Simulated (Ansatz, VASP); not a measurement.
BiB in VASP and in Ansatz

File INCAR:

```
SYSTEM = BiB
ALGO = Normal ; EDIFF = 1E-7
ENCUT = 520 ; GGA = PE
ISIF = 2 ; ISMEAR = 0
LASPH = .TRUE. ; LCHARG = .TRUE.
LELF = .TRUE. ; LREAL = .FALSE.
LVHAR = .TRUE. ; LWAVE = .FALSE.
NBANDS = 16 ; NELM = 80
PREC = Accurate ; SIGMA = 0.01
```

Contents of KPOINTS:

```
k-points
0
G
  6 6 6
  0 0 0
```

File POSCAR:

```
BiB
1.0
    0.0000000000      2.7600269871      2.7600269871
    2.7600269871      0.0000000000      2.7600269871
    2.7600269871      2.7600269871      0.0000000000
B Bi
1 1
Direct
    0.0000000000      0.0000000000      0.0000000000
    0.2500000000      0.2500000000      0.2500000000
```

Input for Ansatz:

```yaml
crystal:
  lattice:
    - [0.0, 2.7600269871, 2.7600269871]
    - [2.7600269871, 0.0, 2.7600269871]
    - [2.7600269871, 2.7600269871, 0.0]
  atoms:
    - { symbol: B, position: [0.0, 0.0, 0.0] }
    - { symbol: Bi, position: [0.25, 0.25, 0.25] }
kpoints:
  mp_grid: { grid: [6, 6, 6] }
hamiltonian:
  xc: pbe
scf:
  occupations: { method: fixed }
  n_extra_bands: 4
output:
  forces: true
  stress: true
  eigenvalues: true
```

Alike in both runs: task single point; functional PBE; k mesh 6 × 6 × 6; no spin polarisation.

|  | VASP | Ansatz |
| --- | --- | --- |
| version | VASP 6.6.1 | Ansatz 0.2.0 |
| potentials or method | VASP PAW PBE potentials, release 64 (B, Bi_d) | plane waves, PAW |
| plane-wave cutoff (eV) | 520 | 420 |
| occupations | gaussian, width 0.01 eV | fixed |
| valence electrons in the cell | 18 | 18 |

VASP gave:

* gap on the k mesh at the Fermi level (eV): 0.16
* pressure (GPa): -0.2

Problem. Estimate Ansatz's values.

Solution. gap on the k mesh at the Fermi level (eV): 0.17; pressure (GPa): -0.1.

Neither program's run includes spin-orbit coupling.
